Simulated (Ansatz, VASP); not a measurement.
B: VASP beside Ansatz

```
B
1.0
     0.00000    2.34253    2.34253
     2.34253    0.00000    2.34253
     2.34253    2.34253    0.00000
B
3
Direct
  0.25000 0.25000 0.25000
  0.75000 0.75000 0.75000
  0.00000 0.00000 0.00000
```

Alike in both runs: task relaxation of cell and atoms; functional PBE; k mesh 6 × 6 × 6; occupations gaussian, width 0.1 eV; no spin polarisation.

```csv
,VASP,Ansatz
version,VASP 6.6.1,Ansatz 0.2.0
potentials or method,"VASP PAW PBE potentials, release 64 (B), cutoff 600 eV","scalar-relativistic, plane waves, PAW"
valence electrons in the cell,9,9
```

|  | VASP | Ansatz | Ansatz less VASP |
| --- | --- | --- | --- |
| gap on the k mesh at the Fermi level, each at its own relaxed structure (eV) | none | none | - |
| relaxed volume (Å³/atom) | 6.48 | 6.48 | +0.005 |
| relaxed cell length with the largest relative difference (Å) | 3.018 | 3.019 | +0.0008 |

A gap of «none» marks a metal or a gap that the smearing closes.

The k mesh is coarse, so the values compare programs but aren't converged. Noted on VASP's run: the volume moved by over 15 % at a fixed basis, so the end points are rough.
